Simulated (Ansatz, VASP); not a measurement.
## Sc2GeSe in VASP and in Ansatz

```
Sc Ge Se
1.0
     3.89210    0.00000    0.00000
     0.00000    3.89210    0.00000
     0.00000    0.00000    5.48061
Sc Ge Se
2 1 1
Direct
  0.50000 0.50000 0.00000
  0.00000 0.00000 0.50000
  0.50000 0.50000 0.50000
  0.00000 0.00000 0.00000
```

Change from the starting cell: the structure that the rattled cell fell into.

Alike in both runs: task single point; functional PBE; k mesh 4 × 4 × 4; occupations gaussian, width 0.1 eV; collinear spin.

|  | VASP | Ansatz |
| --- | --- | --- |
| version | VASP 6.6.1 | Ansatz 0.2.0 |
| potentials or method | VASP PAW PBE potentials, release 64 (Sc_sv, Ge_d, Se), cutoff 520 eV | scalar-relativistic, plane waves, PAW |
| valence electrons in the cell | 42 | 52 |

VASP gave:

```
gap on the k mesh at the Fermi level (eV)                     : none
pressure (GPa)                                                : 0.1
traceless stress, the component that is largest in VASP (GPa) : 0.19
net moment per atom (μB)                                      : 0.00
```

Which values does Ansatz return?

gap on the k mesh at the Fermi level (eV): none; pressure (GPa): 0.0; traceless stress, the component that is largest in VASP (GPa): 0.19; net moment per atom (μB): 0.00.

A gap of «none» marks a metal or a gap that the smearing closes. VASP's potentials hold 42 valence electrons a cell and Ansatz's 52, so a difference there can come from the potentials and not from the codes. Ansatz's warnings: filled band counts differ across k points, seeded moment not kept.

The k mesh is coarse, so the values compare programs but aren't converged.
